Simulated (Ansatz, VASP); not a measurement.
SiNi3 in VASP and in Ansatz

The input INCAR:

```
PREC = Accurate
ENCUT = 520
EDIFF = 1E-6
ISMEAR = -1
SIGMA = 0.05
LREAL = False
LASPH = True
NELM = 150
ALGO = Normal
ISIF = 2
LWAVE = False
LCHARG = True
ISPIN = 2
MAGMOM = 0.5 0.5 0.5 0
LORBIT = 11
NUPDOWN = 1.5
LMAXMIX = 4
GGA = PS
LELF = True
LVHAR = True
NBANDS = 29
```

Contents of KPOINTS:

```
Automatic mesh
0
Gamma
  6 6 6
```

The input POSCAR:

```
SiNi3
1.0
    3.5420000000      0.0000000000      0.0000000000
    0.0000000000      3.5420000000      0.0000000000
    0.0000000000      0.0000000000      3.5420000000
Ni Si
3 1
Direct
    0.5000000000      0.5000000000      0.0000000000
    0.5000000000      0.0000000000      0.5000000000
    0.0000000000      0.5000000000      0.5000000000
    0.0000000000      0.0000000000      0.0000000000
```

Contents of input.yaml:

```yaml
crystal:
  lattice:
    - [3.542, 0.0, 0.0]
    - [0.0, 3.542, 0.0]
    - [0.0, 0.0, 3.542]
  atoms:
    - { symbol: Ni, position: [0.5, 0.5, 0.0], spin: 0.5 }
    - { symbol: Ni, position: [0.5, 0.0, 0.5], spin: 0.5 }
    - { symbol: Ni, position: [0.0, 0.5, 0.5], spin: 0.5 }
    - { symbol: Si, position: [0.0, 0.0, 0.0] }
hamiltonian:
  xc: pbesol
  pseudopotentials: { kind: paw }
magnetization:
  spin_polarized: true
  initial_magnetization: 1.5
  spin_locking: { lock_magnetization: hard }
kpoints:
  mp_grid: { grid: [6, 6, 6] }
scf:
  occupations: { method: fermi_dirac, width: 0.05 }
  lower_state_search: "off"
output:
  forces: true
  stress: true
  eigenvalues: true
  write_density: true
  write_potential: true
  elf: true
  volumetric_format: npy
```

Alike in both runs: task single point; functional PBEsol; k mesh 6 × 6 × 6; occupations fermi-dirac, width 0.05 eV; collinear spin; fixed moment 1.5 μB.

|  | VASP | Ansatz |
| --- | --- | --- |
| version | VASP 6.6.1 | Ansatz 0.2.0 |
| potentials or method | VASP PAW PBE potentials, release 64 (Ni, Si) | Ansatz PAW |
| plane-wave cutoff (eV) | 520 | 420 |
| valence electrons in the cell | 34 | 58 |

Ansatz gave:

| Property | Result |
| --- | --- |
| pressure (GPa) | -11.8 |
| net moment per atom (μB) | 0.38 |
| size of the moment on the site where the two differ most (μB) | 0.51 |

Question: Which values does VASP return?

Answer: Pressure (GPa): -11.6; net moment per atom (μB): 0.37; size of the moment on the site where the two differ most (μB): 0.49.

VASP's potentials were made for PBE, not for PBEsol. Site moments also hang on the region over which each program counts them. With one functional, cell and mesh, what is left measures potentials, basis and numerics. VASP's potentials hold 34 valence electrons a cell and Ansatz's 58, so a difference there can come from the potentials and not from the codes.
